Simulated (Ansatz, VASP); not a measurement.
## O in VASP and in Ansatz

Contents of INCAR:

```
PREC = Accurate
ENCUT = 520
EDIFF = 1E-8
ISMEAR = -1
SIGMA = 0.03
LREAL = False
LASPH = True
NELM = 60
ALGO = Normal
ISIF = 2
LWAVE = False
LCHARG = False
GGA = PS
LEFG = True
NBANDS = 20
```

Contents of KPOINTS:

```
Automatic mesh
0
Gamma
  13 13 5
```

File POSCAR:

```
O
1.0
    2.5263871965      0.0000000000      0.0000000000
   -1.2631935983      2.1879154920      0.0000000000
    0.0000000000      0.0000000000      6.4861377555
O
4
Direct
    0.3333333333      0.6666666667      0.1610000000
    0.6666666667      0.3333333333      0.6610000000
    0.3333333333      0.6666666667      0.3390000000
    0.6666666667      0.3333333333      0.8390000000
```

Input for Ansatz:

```yaml
crystal:
  lattice:
    - [2.5263871965, 0.0, 0.0]
    - [-1.2631935983, 2.187915492, 0.0]
    - [0.0, 0.0, 6.4861377555]
  atoms:
    - { symbol: O, position: [0.3333333333, 0.6666666667, 0.161] }
    - { symbol: O, position: [0.6666666667, 0.3333333333, 0.661] }
    - { symbol: O, position: [0.3333333333, 0.6666666667, 0.339] }
    - { symbol: O, position: [0.6666666667, 0.3333333333, 0.839] }
kpoints:
  mp_grid: { grid: [13, 13, 5] }
scf:
  occupations: { method: fermi_dirac, width: 0.03 }
hamiltonian:
  xc: pbesol
  pseudopotentials: { kind: all_electron, datasets: crystal }
output:
  forces: true
  stress: true
  eigenvalues: true
  efg: { contact_densities: true }
```

Change from the starting cell: volume scaled by 0.96, crystal datasets.

Alike in both runs: task electric field gradients; functional PBEsol; k mesh 13 × 13 × 5; occupations fermi-dirac, width 0.03 eV; no spin polarisation.

|  | VASP | Ansatz |
| --- | --- | --- |
| version | VASP 6.6.1 | Ansatz 0.2.0 |
| potentials or method | VASP PAW PBE potentials, release 64 (O), cutoff 520 eV | all-electron PAW with datasets made for the crystal, scalar-relativistic |

|  | VASP | Ansatz | Ansatz less VASP |
| --- | --- | --- | --- |
| pressure (GPa) | 25.6 | 18.9 | -6.67 |
| traceless stress, the component that is largest in VASP (GPa) | 59.14 | 44.75 | -14.389 |
| rms of the force components (eV/Å) | 3.690 | 2.464 | -1.2260 |
| size of Vzz on the site where it differs most (V/Å²) | 105.7 | 99.5 | -6.16 |

VASP's potentials were made for PBE, not for PBEsol. Atom by atom the forces differ by 1.226 eV/Å (rms over components). Ansatz ran all-electron here, and VASP with PAW potentials.

Noted on VASP's run: the standard files for N, O and F lose accuracy on very short bonds; spin is off for a triplet molecule.
